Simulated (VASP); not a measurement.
# S (Fd-3m) in VASP: density of states with LDA

Aim: the density of states of S with LDA.

Everything below comes from runs of VASP 6.6.1. Logs are shortened: lines on timing, memory, paths and dates and some standing lists are left out, and cuts for length are marked.

### Step 1. The cell of the first run

It takes space group Fd-3m (No. 227, cubic). Conventional cell: a = 5.634 Å, b = 5.634 Å, c = 5.634 Å, α = 90.00°, β = 90.00°, γ = 90.00°. Within 3.2 Å of S (site symmetry -43m) lie 4 S at 2.44 Å.

### Step 2. Density of states, LDA

POSCAR

```
S
1.0
    0.0000000000      2.8171169965      2.8171169965
    2.8171169965      0.0000000000      2.8171169965
    2.8171169965      2.8171169965      0.0000000000
S
2
Direct
   -0.1250000000     -0.1250000000     -0.1250000000
    0.1250000000      0.1250000000      0.1250000000
```

INCAR.step1

```
SYSTEM = S
PREC = Accurate
ENCUT = 520
EDIFF = 1E-6
ISMEAR = -1
SIGMA = 0.05
LREAL = .False.
LASPH = .True.
NELM = 80
ALGO = Normal
ISIF = 2
LWAVE = .False.
LCHARG = .True.
GGA = CA
NBANDS = 13
```

KPOINTS.step1

```
Automatic mesh
0
Gamma
  13 13 13
  0 0 0
```

INCAR.step2

```
SYSTEM = S
PREC = Accurate
ENCUT = 520
EDIFF = 1E-6
ISMEAR = -5
SIGMA = 0.05
LREAL = .False.
LASPH = .True.
NELM = 80
ALGO = Normal
ISIF = 2
LWAVE = .False.
LCHARG = .False.
GGA = CA
LORBIT = 11
NEDOS = 2001
ICHARG = 11
```

KPOINTS.step2

```
Automatic mesh
0
Gamma
  20 20 20
  0 0 0
```

Potentials or basis: VASP PAW LDA potentials, release 64 (S).

Command:

```
cat potpaw_LDA.64/S/POTCAR > POTCAR
cp INCAR.step1 INCAR
cp KPOINTS.step1 KPOINTS
mpirun -np 1 vasp_std > vasp.out
cp INCAR.step2 INCAR
cp KPOINTS.step2 KPOINTS
mpirun -np 1 vasp_std > vasp.out
```

OUTCAR:

```text
SYSTEM = S
   PREC = Accurate
   ENCUT = 520
   EDIFF = 1E-6
   ISMEAR = -5
   LREAL = .False.
   LASPH = .True.
   NELM = 80
   ISIF = 2
   GGA = CA
   LORBIT = 11
   ICHARG = 11

 ion  position               nearest neighbor table
   1  0.875  0.875  0.875-   2 2.44   2 2.44   2 2.44   2 2.44
   2  0.125  0.125  0.125-   1 2.44   1 2.44   1 2.44   1 2.44

  LATTYP: Found a face centered cubic cell.
 ALAT       =     5.6342339930

  Lattice vectors:

 A1 = (   0.0000000000,   2.8171169965,   2.8171169965)
 A2 = (   2.8171169965,   0.0000000000,   2.8171169965)
 A3 = (   2.8171169965,   2.8171169965,   0.0000000000)

Analysis of symmetry for initial positions (statically):
=====================================================================
 Subroutine PRICEL returns:
 Original cell was already a primitive cell.

 Routine SETGRP: Setting up the symmetry group for a
 face centered cubic supercell.

 Subroutine GETGRP returns: Found 48 space group operations
 (whereof 12 operations were pure point group operations)
 out of a pool of 48 trial point group operations.

The static configuration has the point symmetry D_3d.
 The point group associated with its full space group is O_h .

Analysis of symmetry for dynamics (positions and initial velocities):
=====================================================================
 Subroutine PRICEL returns:
 Original cell was already a primitive cell.

 Routine SETGRP: Setting up the symmetry group for a
 face centered cubic supercell.

 Subroutine GETGRP returns: Found 48 space group operations
 (whereof 12 operations were pure point group operations)
 out of a pool of 48 trial point group operations.

The dynamic configuration has the point symmetry D_3d.
 The point group associated with its full space group is O_h .

 Subroutine INISYM returns: Found 48 space group operations
 (whereof 12 operations are pure point group operations),
 and found     1 'primitive' translations

----------------------------------------------------------------------------------------

                                     Primitive cell

  volume of cell :      44.7141

  direct lattice vectors                    reciprocal lattice vectors
     0.000000000  2.817116996  2.817116996    -0.177486416  0.177486416  0.177486416
     2.817116996  0.000000000  2.817116996     0.177486416 -0.177486416  0.177486416
     2.817116996  2.817116996  0.000000000     0.177486416  0.177486416 -0.177486416

  length of vectors
     3.984005063  3.984005063  3.984005063     0.307415491  0.307415491  0.307415491

  position of ions in fractional coordinates (direct lattice)
     0.875000000  0.875000000  0.875000000
     0.125000000  0.125000000  0.125000000

  ion indices of the primitive-cell ions
   primitive index   ion index
                 1           1
                 2           2

----------------------------------------------------------------------------------------

 KPOINTS: Automatic mesh

Automatic generation of k-mesh.
 Grid dimensions read from file:
 generate k-points for:   20   20   20

 Generating k-lattice:

  Cartesian coordinates                     Fractional coordinates (reciprocal lattice)
    -0.008874321  0.008874321  0.008874321     0.050000000  0.000000000  0.000000000
     0.008874321 -0.008874321  0.008874321     0.000000000  0.050000000  0.000000000
     0.008874321  0.008874321 -0.008874321     0.000000000  0.000000000  0.050000000

  Length of vectors
     0.015370775  0.015370775  0.015370775

  Shift w.r.t. Gamma in fractional coordinates (k-lattice)
     0.000000000  0.000000000  0.000000000

 TETIRR: Found   1093 inequivalent tetrahedra from    48000

 Subroutine IBZKPT returns following result:
 ===========================================

 Found    256 irreducible k-points:

 Following reciprocal coordinates:
            Coordinates               Weight
  0.000000  0.000000  0.000000      1.000000
  0.050000  0.000000  0.000000      8.000000
  0.100000  0.000000  0.000000      8.000000
  0.150000  0.000000  0.000000      8.000000
  0.200000  0.000000  0.000000      8.000000
  0.250000  0.000000  0.000000      8.000000
[... 16 lines left out ...]
 -0.400000  0.050000  0.000000     24.000000
 -0.350000  0.050000  0.000000     24.000000
 [... further k-points ...]
   k-points           NKPTS =    256   k-points in BZ     NKDIM =    256   number of bands    NBANDS=     10
   number of dos      NEDOS =   2001   number of ions     NIONS =      2
   total plane-waves  NPLWV =  27000
   dimension x,y,z NGX =    30 NGY =   30 NGZ =   30
   dimension x,y,z NGXF=    60 NGYF=   60 NGZF=   60
   ions per type =               2
   NGX,Y,Z   is equivalent  to a cutoff of  12.52, 12.52, 12.52 a.u.
   NGXF,Y,Z  is equivalent  to a cutoff of  25.04, 25.04, 25.04 a.u.
 SYSTEM =  S
   PREC   = accura    normal or accurate (medium, high low for compatibility)
   ISTART =      0    job   : 0-new  1-cont  2-samecut
   ICHARG =     11    charge: 1-file 2-atom 10-const
   ISPIN  =      1    spin polarized calculation?
   LNONCOLLINEAR =      F non collinear calculations
   LSORBIT =      F    spin-orbit coupling
   LASPH  =      T    aspherical Exc in radial PAW
   ENCUT  =  520.0 eV  38.22 Ry    6.18 a.u.   7.41  7.41  7.41*2*pi/ulx,y,z
   NELM   =     80;   NELMIN=  2; NELMDL=  0     # of ELM steps
   EDIFF  = 0.1E-05   stopping-criterion for ELM
   LREAL  =      F    real-space projection
[... 7 lines left out ...]
   TEBEG  =    0.0;   TEEND  =   0.0 temperature during run
   PSTRESS=    0.0 pullay stress
   NELECT =      12.0000    total number of electrons
   NUPDOWN=      -1.0000    fix difference up-down
   EMIN   =  10.00;   EMAX   =-10.00  energy-range for DOS
   EFERMI =   0.00;   METHOD = LEGACY
   ISMEAR =    -5;   SIGMA  =   0.05  broadening in eV -4-tet -1-fermi 0-gaus
   EFERMI_NEDOS =   21; number of points for ismear=-14 and -15
   IALGO  =     38    algorithm
   IMIX   =      4    mixing-type and parameters
     AMIX     =   0.40;   BMIX     =  1.00
     AMIX_MAG =   1.60;   BMIX_MAG =  1.00
  volume/ion in A,a.u.               =      22.36       150.87
  Fermi-wavevector in a.u.,A,eV,Ry     =   1.055975  1.995504 15.171632  1.115084
  Thomas-Fermi vector in A             =   2.191194
   LORBIT       =     11    0 simple, 1 ext, 2 COOP (PROOUT), +10 PAW based schemes
   GGA     = CA    functional components
   LHFCALC =     F    Hartree Fock is set to
   AEXX    =    0.0000 exact exchange contribution
   IVDW    =     0    specifies the selected vdW correction
   LEPSILON=     F    determine dielectric tensor
   LRPA    =     F    only Hartree local field effects (RPA)
 non-spin polarized calculation
 Fermi weights with tetrahedron method with Bloechl corrections
  energy-cutoff  :      520.00
  volume of cell :       44.71
 maximum number of plane-waves:      1243
 NGX is ok and might be reduce to    30

 number of electron      11.9999999 magnetization

 Free energy of the ion-electron system (eV)
  ---------------------------------------------------
  ext. energy  EPLUGINS =         0.00000000
  ---------------------------------------------------
  free energy    TOTEN  =        -7.53663341 eV

  energy without entropy =       -7.53663341  energy(sigma->0) =       -7.53663341

 E-fermi :   4.1377     XC(G=0):  -9.4318

 val. band max:        4.1931873741   @ k =  -0.2500   0.2000   0.0000
 cond. band min:       4.0743265474   @ k =  -0.2000   0.2000   0.0000
 fundamental gap:     -0.1188608267
 Fermi energy:         4.1377157828

 k-point     1 :       0.0000    0.0000    0.0000
  band No.  band energies     occupation
      1     -12.1540      2.00000
      2      -4.5138      2.00000
      3       0.0109      2.00000
      4       0.0109      2.00000
      5       0.0109      2.00000
      6       3.0839      2.00000
      7       3.0839      2.00000
      8       3.0839      2.00000
      9       9.3932      0.00000
     10      11.7799      0.00000

 k-point     2 :       0.0500    0.0000    0.0000
  band No.  band energies     occupation
      1     -12.1314      2.00000
      2      -4.6053      2.00000
      3      -0.0184      2.00000
      4      -0.0184      2.00000
      5       0.0325      2.00000
      6       3.1266      2.00000
      7       3.1280      2.00000
      8       3.1280      2.00000
      9       9.4867      0.00000
     10      11.6987      0.00000

 k-point     3 :       0.1000    0.0000    0.0000
  band No.  band energies     occupation
      1     -12.0639      2.00000
      2      -4.8607      2.00000
      3      -0.0991      2.00000
      4      -0.0991      2.00000
      5       0.0749      2.00000
      6       3.2505      2.00000
      7       3.2505      2.00000
      8       3.2669      2.00000
      9       9.7486      0.00000
     10      11.5148      0.00000

 k-point     4 :       0.1500    0.0000    0.0000
  band No.  band energies     occupation
      1     -11.9535      2.00000
      2      -5.2351      2.00000
      3      -0.2139      2.00000
      4      -0.2139      2.00000
      5       0.0944      2.00000
      6       3.4275      2.00000
      7       3.4275      2.00000
      8       3.5271      2.00000
      9      10.1244      0.00000
     10      11.3294      0.00000
[... 222 lines left out ...]
 k-point    22 :      -0.4500    0.0500    0.0000
  band No.  band energies     occupation
      1     -10.7758      2.00000
      2      -7.7707      2.00000
      3      -1.1093      2.00000
      4      -0.8225      2.00000
      5      -0.0018      2.00000
      6       4.3185      0.00000
      7       4.3470      0.00000
      8       6.4015      0.00000
      9      11.2608      0.00000
     10      12.1026      0.00000

 k-point    23 :      -0.4000    0.0500    0.0000
  band No.  band energies     occupation
      1     -10.9029      2.00000
      2      -7.5662      2.00000
      3      -1.0836      2.00000
      4      -0.7655      2.00000
      5       0.0230      2.00000
      6       4.2699     -0.14280
      7       4.3027      0.00000
      8       6.1136      0.00000
      9      11.2087      0.00000
     10      11.7699      0.00000

 k-point    24 :      -0.3500    0.0500    0.0000
  band No.  band energies     occupation
      1     -11.0968      2.00000
      2      -7.2319      2.00000
      3      -1.0219      2.00000
      4      -0.6818      2.00000
      5       0.0705      2.00000
      6       4.1542      1.08295
      7       4.2385     -0.00715
      8       5.6653      0.00000
      9      11.1700      0.00000
     10      11.3620      0.00000

 [... further k-points ...]

------------------------ aborting loop because EDIFF is reached ----------------------------------------

  FORCE on cell =-STRESS in cart. coord.  units (eV):
  Direction    XX          YY          ZZ          XY          YZ          ZX
  --------------------------------------------------------------------------------------
  -------------------------------------------------------------------------------------
  Total        0.0090411      0.0090411      0.0090411      0.0000000      0.0000000      0.0000000
  in kB        0.3239571      0.3239571      0.3239571      0.0000000      0.0000000      0.0000000
  external PRESSURE =       0.3239571 kB  Pullay stress =       0.0000000 kB

 VOLUME and BASIS-vectors are now :
 -----------------------------------------------------------------------------
  energy-cutoff  :      520.00
  volume of cell :       44.71
      direct lattice vectors                 reciprocal lattice vectors
     0.000000000  2.817116996  2.817116996    -0.177486416  0.177486416  0.177486416
     2.817116996  0.000000000  2.817116996     0.177486416 -0.177486416  0.177486416
     2.817116996  2.817116996  0.000000000     0.177486416  0.177486416 -0.177486416

 POSITION                                       TOTAL-FORCE (eV/Angst)
 -----------------------------------------------------------------------------------
      4.92995      4.92995      4.92995        -0.000000      0.000000      0.000000
      0.70428      0.70428      0.70428         0.000000     -0.000000     -0.000000
 -----------------------------------------------------------------------------------
    total drift:                               -0.000000      0.000000      0.000000

  FREE ENERGIE OF THE ION-ELECTRON SYSTEM (eV)
  ---------------------------------------------------
  free  energy   TOTEN  =        -7.5366334085 eV

  energy  without entropy=       -7.5366334085  energy(sigma->0) =       -7.53663341

 total charge

# of ion       s       p       d       tot
------------------------------------------
    1        1.453   2.057   0.000   3.510
    2        1.453   2.057   0.000   3.510
--------------------------------------------------
tot          2.906   4.115   0.000   7.021
```

Wall time 3.3 min (1 thread of AMD EPYC 7R13, shared host); peak memory 0.18 GiB.

Results:

```
Valence electrons inside the program's atomic spheres : S 3.51
```

Caveat: tetrahedron occupations give inexact forces and stress in metals.
